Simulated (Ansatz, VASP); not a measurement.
## Two plane-wave programs on Ni

```
CELL_PARAMETERS angstrom
-1.38372 1.38372 1.38372
1.38372 -1.38372 1.38372
1.38372 1.38372 -1.38372
ATOMIC_POSITIONS crystal
Ni 0.00000 0.00000 0.00000
```

Alike in both runs: task single point; functional PBEsol; k mesh 13 × 13 × 13; collinear spin.

|  | VASP | Ansatz |
| --- | --- | --- |
| version | VASP 6.6.1 | Ansatz 0.2.0 |
| potentials or method | VASP PAW PBE potentials, release 64 (Ni) | plane waves, PAW |
| plane-wave cutoff (eV) | 520 | 420 |
| occupations | methfessel-paxton of order 1, width 0.1 eV | cold, width 0.1 eV |
| valence electrons in the cell | 10 | 18 |

|  | VASP | Ansatz | Ansatz less VASP |
| --- | --- | --- | --- |
| gap on the k mesh at the Fermi level (eV) | none | none | - |
| net moment per atom (μB) | 0.60 | 0.61 | +0.016 |
| size of the moment on the site where the two differ most (μB) | 0.60 | 0.64 | +0.039 |

VASP's potentials were made for PBE, not for PBEsol. Site moments also hang on the region over which each program counts them. A gap of «none» marks a metal or a gap that the smearing closes. VASP's potentials hold 10 valence electrons a cell and Ansatz's 18, so a difference there can come from the potentials and not from the codes. Ansatz's warnings: stability check not made.
